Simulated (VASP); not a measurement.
# Al (Fm-3m) in VASP: further runs

Runs on Al. Level: PBEsol. Tasks: single point.

Program: VASP 6.6.1. These are calculated values, not measurements. Logs are shortened: lines on timing, memory, paths and dates and some standing lists are left out, and cuts for length are marked.

## Step 1: The cell of the first run

Symmetry: Fm-3m, No. 225, cubic system. Conventional cell: a = 3.955 Å, b = 3.955 Å, c = 3.955 Å, α = 90.00°, β = 90.00°, γ = 90.00°. Within 3.7 Å of Al (site symmetry m-3m) lie 12 Al at 2.80 Å.

## Step 2: Single point, PBEsol

INCAR reads:

```
SYSTEM = Al
PREC = Accurate
ENCUT = 520
EDIFF = 1E-6
ISMEAR = -1
SIGMA = 0.05
LREAL = .False.
LASPH = .True.
NELM = 60
ALGO = Normal
ISIF = 2
LWAVE = .False.
LCHARG = .False.
GGA = PS
NBANDS = 8
```

KPOINTS reads:

```
regular mesh
0
Gamma
  24 24 24
  0 0 0
```

POSCAR reads:

```
Al
1.0
    0.0000000000      1.9776970986      1.9776970986
    1.9776970986      0.0000000000      1.9776970986
    1.9776970986      1.9776970986      0.0000000000
Al
1
Direct
    0.0000000000      0.0000000000      0.0000000000
```

Potentials or basis: VASP PAW PBE potentials, release 64 (Al).

Run with:

```bash
> cat potpaw_PBE.64/Al/POTCAR > POTCAR
> mpirun -np 1 vasp_std > vasp.out
```

OUTCAR:

```text
SYSTEM = Al
   PREC = Accurate
   ENCUT = 520
   EDIFF = 1E-6
   ISMEAR = -1
   LREAL = .False.
   LASPH = .True.
   NELM = 60
   ISIF = 2
   GGA = PS

 ion  position               nearest neighbor table
   1  0.000  0.000  0.000-

  LATTYP: Found a face centered cubic cell.
 ALAT       =     3.9553941972

  Lattice vectors:

 A1 = (   0.0000000000,   1.9776970986,   1.9776970986)
 A2 = (   1.9776970986,   0.0000000000,   1.9776970986)
 A3 = (   1.9776970986,   1.9776970986,   0.0000000000)

Analysis of symmetry for initial positions (statically):
=====================================================================
 Subroutine PRICEL returns:
 Original cell was already a primitive cell.

 Routine SETGRP: Setting up the symmetry group for a
 face centered cubic supercell.

 Subroutine GETGRP returns: Found 48 space group operations
 (whereof 48 operations were pure point group operations)
 out of a pool of 48 trial point group operations.

The static configuration has the point symmetry O_h .

Analysis of symmetry for dynamics (positions and initial velocities):
=====================================================================
 Subroutine PRICEL returns:
 Original cell was already a primitive cell.

 Routine SETGRP: Setting up the symmetry group for a
 face centered cubic supercell.

 Subroutine GETGRP returns: Found 48 space group operations
 (whereof 48 operations were pure point group operations)
 out of a pool of 48 trial point group operations.

The dynamic configuration has the point symmetry O_h .

 Subroutine INISYM returns: Found 48 space group operations
 (whereof 48 operations are pure point group operations),
 and found     1 'primitive' translations

----------------------------------------------------------------------------------------

                                     Primitive cell

  volume of cell :      15.4707

  direct lattice vectors                    reciprocal lattice vectors
     0.000000000  1.977697099  1.977697099    -0.252819302  0.252819302  0.252819302
     1.977697099  0.000000000  1.977697099     0.252819302 -0.252819302  0.252819302
     1.977697099  1.977697099  0.000000000     0.252819302  0.252819302 -0.252819302

  length of vectors
     2.796886059  2.796886059  2.796886059     0.437895876  0.437895876  0.437895876

  position of ions in fractional coordinates (direct lattice)
     0.000000000  0.000000000  0.000000000

[... 75 lines left out ...]
   EDIFF  = 0.1E-05   stopping-criterion for ELM
   LREAL  =      F    real-space projection
   EDIFFG = 0.1E-04   stopping-criterion for IOM
   NSW    =      0    number of steps for IOM
   IBRION =     -1    ionic relax: 0-MD 1-quasi-New 2-CG
   NFREE  =      0    steps in history (QN), initial steepest desc. (CG)
   ISIF   =      2    stress and relaxation
   ISYM   =      2    0-nonsym 1-usesym 2-fastsym
   POTIM  = 0.5000    time-step for ionic-motion
   TEBEG  =    0.0;   TEEND  =   0.0 temperature during run
   PSTRESS=    0.0 pullay stress
   NELECT =       3.0000    total number of electrons
   NUPDOWN=      -1.0000    fix difference up-down
   EMIN   =  10.00;   EMAX   =-10.00  energy-range for DOS
   EFERMI =   0.00;   METHOD = LEGACY
   ISMEAR =    -1;   SIGMA  =   0.05  broadening in eV -4-tet -1-fermi 0-gaus
   EFERMI_NEDOS =   21; number of points for ismear=-14 and -15
   IALGO  =     38    algorithm
   IMIX   =      4    mixing-type and parameters
     AMIX     =   0.40;   BMIX     =  1.00
     AMIX_MAG =   1.60;   BMIX_MAG =  1.00
  volume/ion in A,a.u.               =      15.47       104.40
  Fermi-wavevector in a.u.,A,eV,Ry     =   0.947572  1.790651 12.216567  0.897892
  Thomas-Fermi vector in A             =   2.075678
   LORBIT       =      0    0 simple, 1 ext, 2 COOP (PROOUT), +10 PAW based schemes
   GGA     = PS    functional components
   LHFCALC =     F    Hartree Fock is set to
   AEXX    =    0.0000 exact exchange contribution
   IVDW    =     0    specifies the selected vdW correction
   LEPSILON=     F    determine dielectric tensor
   LRPA    =     F    only Hartree local field effects (RPA)
 non-spin polarized calculation
  energy-cutoff  :      520.00
  volume of cell :       15.47
 maximum number of plane-waves:       444
 NGX is ok and might be reduce to    24
   NGX = 11   NGY = 11   NGZ = 11

 number of electron       3.0000000 magnetization

 Free energy of the ion-electron system (eV)
  ---------------------------------------------------
  ext. energy  EPLUGINS =         0.00000000
  ---------------------------------------------------
  free energy    TOTEN  =        -4.08390412 eV

  energy without entropy =       -4.08049106  energy(sigma->0) =       -4.08219759

 E-fermi :   8.6526     XC(G=0): -10.4941

 val. band max:        8.6470705358   @ k =  -0.3750   0.3750   0.0417
 cond. band min:       8.6599205974   @ k =  -0.2500   0.2917   0.1250
 fundamental gap:      0.0128500615
 Fermi energy:         8.6525955422

 k-point     1 :       0.0000    0.0000    0.0000
  band No.  band energies     occupation
      1      -2.9453      2.00000
      2      21.5924      0.00000
      3      21.5924      0.00000
      4      21.5924      0.00000
      5      23.5851      0.00000
      6      23.5851      0.00000
      7      23.5851      0.00000
      8      25.5979      0.00000
[... 243 lines left out ...]
 k-point    24 :       0.4583    0.0417    0.0000
  band No.  band energies     occupation
      1       2.5814      2.00000
      2       5.6082      2.00000
      3      19.3065      0.00000
      4      19.7818      0.00000
      5      20.6390      0.00000
      6      22.0193      0.00000
      7      24.5496      0.00000
      8      25.5003      0.00000

 [... further k-points ...]

------------------------ aborting loop because EDIFF is reached ----------------------------------------

  FORCE on cell =-STRESS in cart. coord.  units (eV):
  Direction    XX          YY          ZZ          XY          YZ          ZX
  --------------------------------------------------------------------------------------
  -------------------------------------------------------------------------------------
  Total        0.3906169      0.3906169      0.3906169      0.0000000      0.0000000      0.0000000
  in kB       40.4531419     40.4531419     40.4531419      0.0000000      0.0000000      0.0000000
  external PRESSURE =      40.4531419 kB  Pullay stress =       0.0000000 kB

 VOLUME and BASIS-vectors are now :
 -----------------------------------------------------------------------------
  energy-cutoff  :      520.00
  volume of cell :       15.47
      direct lattice vectors                 reciprocal lattice vectors
     0.000000000  1.977697099  1.977697099    -0.252819302  0.252819302  0.252819302
     1.977697099  0.000000000  1.977697099     0.252819302 -0.252819302  0.252819302
     1.977697099  1.977697099  0.000000000     0.252819302  0.252819302 -0.252819302

 POSITION                                       TOTAL-FORCE (eV/Angst)
 -----------------------------------------------------------------------------------
      0.00000      0.00000      0.00000         0.000000      0.000000      0.000000
 -----------------------------------------------------------------------------------
    total drift:                               -0.000000      0.000000      0.000000

  FREE ENERGIE OF THE ION-ELECTRON SYSTEM (eV)
  ---------------------------------------------------
  free  energy   TOTEN  =        -4.0839041151 eV

  energy  without entropy=       -4.0804910645  energy(sigma->0) =       -4.08219759
```

stdout:

```text
POSCAR found type information on POSCAR Al
 POSCAR found :  1 types and       1 ions
 scaLAPACK will be used
 -----------------------------------------------------------------------------
|                                                                             |
|                                                                             |
|     You enforced a specific xc type in the INCAR file but a different       |
|     I HOPE YOU KNOW WHAT YOU ARE DOING!                                     |
|                                                                             |
 -----------------------------------------------------------------------------

 LDA part: xc-table for (Slater+PW92), standard interpolation
 POSCAR, INCAR and KPOINTS ok, starting setup
 FFT: planning ... GRIDC
 FFT: planning ... GRID_SOFT
 FFT: planning ... GRID
 WAVECAR not read
 entering main loop
```

Run time: 35 s. Hardware: 1 thread of Intel Xeon 8259CL, shared host; peak memory 0.16 GiB.

What came out:

```yaml
Free_energy: -4.0839 eV
Pressure: 4.0 GPa
Band_gap_on_the_k_mesh: zero (an odd number of electrons rules out a gap without spin polarisation)
```

Caveat: the cell stands under pressure; the PAW data sets were made with another functional, which shifts forces and pressure a little.

## Step 3: Single point, PBEsol

This run uses another cell than the first one, of 15.80 Å³/atom.

INCAR reads:

```
  PREC = Accurate
  ENCUT = 520
  EDIFF = 1E-7
  ISMEAR = -1
  SIGMA = 0.05
  LREAL = False
  LASPH = True
  NELM = 80
  ALGO = Normal
  ISIF = 2
  LWAVE = False
  LCHARG = False
  GGA = PS
  NBANDS = 8
```

KPOINTS reads:

```
regular mesh
0
Gamma
  24 24 24
```

POSCAR reads:

```
Al
1.0
    0.0000000000      1.9916536633      1.9916536633
    1.9916536633      0.0000000000      1.9916536633
    1.9916536633      1.9916536633      0.0000000000
Al
1
Direct
    0.0000000000      0.0000000000      0.0000000000
```

Potentials or basis: VASP PAW PBE potentials, release 64 (Al).

Run with:

```bash
> cat potpaw_PBE.64/Al/POTCAR > POTCAR
> mpirun -np 1 vasp_std > vasp.out
```

OUTCAR:

```text
PREC = Accurate
   ENCUT = 520
   EDIFF = 1E-7
   ISMEAR = -1
   LREAL = False
   LASPH = True
   NELM = 80
   ISIF = 2
   GGA = PS

 ion  position               nearest neighbor table
   1  0.000  0.000  0.000-

  LATTYP: Found a face centered cubic cell.
 ALAT       =     3.9833073266

  Lattice vectors:

 A1 = (   0.0000000000,   1.9916536633,   1.9916536633)
 A2 = (   1.9916536633,   0.0000000000,   1.9916536633)
 A3 = (   1.9916536633,   1.9916536633,   0.0000000000)

Analysis of symmetry for initial positions (statically):
=====================================================================
 Subroutine PRICEL returns:
 Original cell was already a primitive cell.

 Routine SETGRP: Setting up the symmetry group for a
 face centered cubic supercell.

 Subroutine GETGRP returns: Found 48 space group operations
 (whereof 48 operations were pure point group operations)
 out of a pool of 48 trial point group operations.

The static configuration has the point symmetry O_h .

Analysis of symmetry for dynamics (positions and initial velocities):
=====================================================================
 Subroutine PRICEL returns:
 Original cell was already a primitive cell.

 Routine SETGRP: Setting up the symmetry group for a
 face centered cubic supercell.

 Subroutine GETGRP returns: Found 48 space group operations
 (whereof 48 operations were pure point group operations)
 out of a pool of 48 trial point group operations.

The dynamic configuration has the point symmetry O_h .

 Subroutine INISYM returns: Found 48 space group operations
 (whereof 48 operations are pure point group operations),
 and found     1 'primitive' translations

----------------------------------------------------------------------------------------

[... 109 lines left out ...]
     AMIX     =   0.40;   BMIX     =  1.00
     AMIX_MAG =   1.60;   BMIX_MAG =  1.00
  volume/ion in A,a.u.               =      15.80       106.63
  Fermi-wavevector in a.u.,A,eV,Ry     =   0.940932  1.778103 12.045951  0.885352
  Thomas-Fermi vector in A             =   2.068392
   LORBIT       =      0    0 simple, 1 ext, 2 COOP (PROOUT), +10 PAW based schemes
   GGA     = PS    functional components
   LHFCALC =     F    Hartree Fock is set to
   AEXX    =    0.0000 exact exchange contribution
   IVDW    =     0    specifies the selected vdW correction
   LEPSILON=     F    determine dielectric tensor
   LRPA    =     F    only Hartree local field effects (RPA)
 non-spin polarized calculation
  energy-cutoff  :      520.00
  volume of cell :       15.80
 maximum number of plane-waves:       444
 NGX is ok and might be reduce to    24
   NGX = 11   NGY = 11   NGZ = 11

 number of electron       3.0000000 magnetization

 Free energy of the ion-electron system (eV)
  ---------------------------------------------------
  ext. energy  EPLUGINS =         0.00000000
  ---------------------------------------------------
  free energy    TOTEN  =        -4.09013940 eV

  energy without entropy =       -4.08653588  energy(sigma->0) =       -4.08833764

 E-fermi :   8.4210     XC(G=0): -10.4159

 val. band max:        8.4191790430   @ k =  -0.4583   0.3333   0.0417
 cond. band min:       8.4307018320   @ k =  -0.4167   0.3750   0.0000
 fundamental gap:      0.0115227890
 Fermi energy:         8.4210071574

 k-point     1 :       0.0000    0.0000    0.0000
  band No.  band energies     occupation
      1      -3.0243      2.00000
      2      21.2442      0.00000
      3      21.2442      0.00000
      4      21.2442      0.00000
      5      23.0694      0.00000
      6      23.0694      0.00000
      7      23.0694      0.00000
      8      25.2110      0.00000
[... 243 lines left out ...]
 k-point    24 :       0.4583    0.0417    0.0000
  band No.  band energies     occupation
      1       2.4311      2.00000
      2       5.4137      2.00000
      3      18.9317      0.00000
      4      19.4282      0.00000
      5      20.2119      0.00000
      6      21.5997      0.00000
      7      24.1276      0.00000
      8      25.0217      0.00000

 [... further k-points ...]

------------------------ aborting loop because EDIFF is reached ----------------------------------------

  FORCE on cell =-STRESS in cart. coord.  units (eV):
  Direction    XX          YY          ZZ          XY          YZ          ZX
  --------------------------------------------------------------------------------------
  -------------------------------------------------------------------------------------
  Total        0.2009470      0.2009470      0.2009470      0.0000000      0.0000000     -0.0000000
  in kB       20.3760859     20.3760859     20.3760859      0.0000000      0.0000000     -0.0000000
  external PRESSURE =      20.3760859 kB  Pullay stress =       0.0000000 kB

 VOLUME and BASIS-vectors are now :
 -----------------------------------------------------------------------------
  energy-cutoff  :      520.00
  volume of cell :       15.80
      direct lattice vectors                 reciprocal lattice vectors
     0.000000000  1.991653663  1.991653663    -0.251047664  0.251047664  0.251047664
     1.991653663  0.000000000  1.991653663     0.251047664 -0.251047664  0.251047664
     1.991653663  1.991653663  0.000000000     0.251047664  0.251047664 -0.251047664

 POSITION                                       TOTAL-FORCE (eV/Angst)
 -----------------------------------------------------------------------------------
      0.00000      0.00000      0.00000         0.000000      0.000000      0.000000
 -----------------------------------------------------------------------------------
    total drift:                                0.000000     -0.000000     -0.000000

  FREE ENERGIE OF THE ION-ELECTRON SYSTEM (eV)
  ---------------------------------------------------
  free  energy   TOTEN  =        -4.0901393999 eV

  energy  without entropy=       -4.0865358801  energy(sigma->0) =       -4.08833764
```

OSZICAR:

```text
N       E                     dE             d eps       ncg     rms          rms(c)
DAV:   1    -0.262417219789E+01   -0.26242E+01   -0.88163E+02  6624   0.206E+02
DAV:   2    -0.411244039106E+01   -0.14883E+01   -0.14417E+01  9400   0.195E+01
DAV:   3    -0.411953315744E+01   -0.70928E-02   -0.70863E-02  8560   0.148E+00
DAV:   4    -0.411955033100E+01   -0.17174E-04   -0.17174E-04 10256   0.633E-02
DAV:   5    -0.411955037252E+01   -0.41519E-07   -0.41101E-07  8640   0.167E-03    0.147E+00
DAV:   6    -0.410200952524E+01    0.17541E-01   -0.19932E-03  9056   0.187E-01    0.836E-01
DAV:   7    -0.409015687184E+01    0.11853E-01   -0.54856E-03  8736   0.300E-01    0.178E-01
DAV:   8    -0.409014029796E+01    0.16574E-04   -0.20196E-05  9680   0.302E-02    0.145E-02
DAV:   9    -0.409013960049E+01    0.69748E-06   -0.31051E-07  9360   0.261E-03    0.731E-04
DAV:  10    -0.409013940517E+01    0.19532E-06   -0.30238E-09  8480   0.352E-04    0.344E-04
DAV:  11    -0.409013939995E+01    0.52180E-08   -0.76006E-11  5056   0.471E-05
   1 F= -.40901394E+01 E0= -.40883376E+01  d E =-.360352E-02
```

Wall time 42 s (1 thread of Intel Xeon 8259CL, shared host); peak memory 0.16 GiB.

What came out:

| Property | Result |
| --- | --- |
| Free energy | -4.0901 eV |
| Pressure | 2.0 GPa |
| Band gap on the k mesh | zero (an odd number of electrons rules out a gap without spin polarisation) |

Caveat: the PAW data sets were made with another functional, which shifts forces and pressure a little.

(Part 1 of 2 ends here.)
